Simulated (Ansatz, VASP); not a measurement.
**One calculation of Ta, two programs**

Contents of INCAR:

```
PREC = Accurate
ENCUT = 520
EDIFF = 1E-6
ISMEAR = 0
SIGMA = 0.05
LREAL = False
LASPH = True
NELM = 100
ALGO = Fast
ISIF = 2
LWAVE = False
LCHARG = False
NBANDS = 12
```

The input KPOINTS:

```
regular mesh
0
Gamma
  22 22 22
```

File POSCAR:

```
Ta
1.0
   -1.5940229740      1.5940229740      1.5940229740
    1.5940229740     -1.5940229740      1.5940229740
    1.5940229740      1.5940229740     -1.5940229740
Ta
1
Direct
    0.0000000000      0.0000000000      0.0000000000
```

Input for Ansatz:

```yaml
crystal:
  lattice:
    - [-1.594022974, 1.594022974, 1.594022974]
    - [1.594022974, -1.594022974, 1.594022974]
    - [1.594022974, 1.594022974, -1.594022974]
  atoms:
    - { symbol: Ta, position: [0.0, 0.0, 0.0] }
scf:
  occupations: { method: gaussian, width: 0.05 }
output:
  forces: true
  stress: true
  eigenvalues: true
  write_density: true
  write_potential: true
  elf: true
  volumetric_format: npy
hamiltonian:
  xc: lda
basis:
  ecutwfc: 450
kpoints:
  mp_grid: { grid: [22, 22, 22] }
```

Alike in both runs: task single point; functional LDA; k mesh 22 × 22 × 22; occupations gaussian, width 0.05 eV; no spin polarisation.

|  | VASP | Ansatz |
| --- | --- | --- |
| version | VASP 6.6.1 | Ansatz 0.2.0 |
| potentials or method | VASP PAW LDA potentials, release 64 (Ta_pv), cutoff 520 eV | scalar-relativistic, plane waves, PAW |
| valence electrons in the cell | 11 | 13 |

Ansatz gave:

| Quantity | Value |
| --- | --- |
| gap on the k mesh at the Fermi level (eV) | none |
| pressure (GPa) | 14.6 |

Problem. What did VASP give for the same quantities?

Solution. gap on the k mesh at the Fermi level (eV): none; pressure (GPa): 15.8.

LDA's correlation is that of Perdew and Zunger in VASP and of Perdew and Wang (1992) in Ansatz. A gap of «none» marks a metal or a gap that the smearing closes. VASP's potentials hold 11 valence electrons a cell and Ansatz's 13, so a difference there can come from the potentials and not from the codes.

Neither program's run includes spin-orbit coupling.
